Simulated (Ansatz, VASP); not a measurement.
**One calculation of Cu, two programs**

```
Cu
1.0
     0.00000    1.79005    1.79005
     1.79005    0.00000    1.79005
     1.79005    1.79005    0.00000
Cu
1
Direct
  0.00000 0.00000 0.00000
```

Alike in both runs: task single point; functional PBE; k mesh 24 × 24 × 24; occupations fermi-dirac, width 0.1 eV; no spin polarisation.

```csv
,VASP,Ansatz
version,VASP 6.6.1,Ansatz 0.2.0
potentials or method,"VASP PAW PBE potentials, release 64 (Cu), cutoff 520 eV","plane waves (420 eV) with PAW, scalar-relativistic"
valence electrons in the cell,11,19
```

Ansatz gave:

| Property | Result |
| --- | --- |
| pressure (GPa) | 6.5 |

Problem. Which values does VASP return?

Solution. Pressure (GPa): 7.0.

VASP's potentials hold 11 valence electrons a cell and Ansatz's 19, so a difference there can come from the potentials and not from the codes.
